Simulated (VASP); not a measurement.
A run of VASP 6.6.1 is set up as follows.

Contents of POSCAR:

```
Pt
1.0
    2.7606656200      0.0000000000      0.0000000000
   -1.3803328100      2.3908065500      0.0000000000
    0.0000000000      0.0000000000      4.7921340000
Pt
2
Direct
    0.6666666689      0.3333333305      0.7500000000
    0.3333333311      0.6666666695      0.2500000000
```

Contents of INCAR.step1:

```
PREC     = Accurate       # precision mode
ENCUT    = 520            # plane-wave cutoff, eV
ISMEAR   = -1             # smearing method
SIGMA    = 0.1            # smearing width, eV
LREAL    = False          # projectors in reciprocal space
LASPH    = True           # aspherical terms in the spheres
NELM     = 100            # most SCF steps
NBANDS   = 17             # bands
GGA      = PE             # functional
ALGO     = Normal         # electronic algorithm
EDIFF    = 1E-4           # SCF threshold, eV
LWAVE    = True           # write WAVECAR
LCHARG   = False          # write CHGCAR
```

INCAR.step2

```
PREC     = Accurate       # precision mode
ENCUT    = 520            # plane-wave cutoff, eV
EDIFF    = 1E-6           # SCF threshold, eV
ISMEAR   = -1             # smearing method
SIGMA    = 0.1            # smearing width, eV
LREAL    = False          # projectors in reciprocal space
LASPH    = True           # aspherical terms in the spheres
NELM     = 100            # most SCF steps
ALGO     = Normal         # electronic algorithm
ISIF     = 2              # what is computed and relaxed
LWAVE    = False          # write WAVECAR
LCHARG   = False          # write CHGCAR
METAGGA  = R2SCAN         # meta-GGA
LMIXTAU  = True         
NBANDS   = 17             # bands
ISTART   = 1
```

The input KPOINTS:

```
regular mesh
0
Gamma
  9 9 5
```

Potentials or basis: VASP PAW PBE potentials, release 64 (Pt).

Launch:

```sh
$ cat potpaw_PBE.64/Pt/POTCAR > POTCAR
$ cp INCAR.step1 INCAR
$ mpirun -np 1 vasp_std > vasp.out
$ cp INCAR.step2 INCAR
$ mpirun -np 1 vasp_std > vasp.out
```

(1) Estimate the pressure.

(2) What does it give for the band gap on the k mesh?

Answers

(1) -5.9 GPa.

(2) zero (band 10 reaches 10.47 eV, above the bottom of band 11 at 9.37 eV).

Caveat: the PAW data sets were made with another functional, which shifts forces and pressure a little; spin-orbit coupling is left out, which moves the levels of the heavy elements.
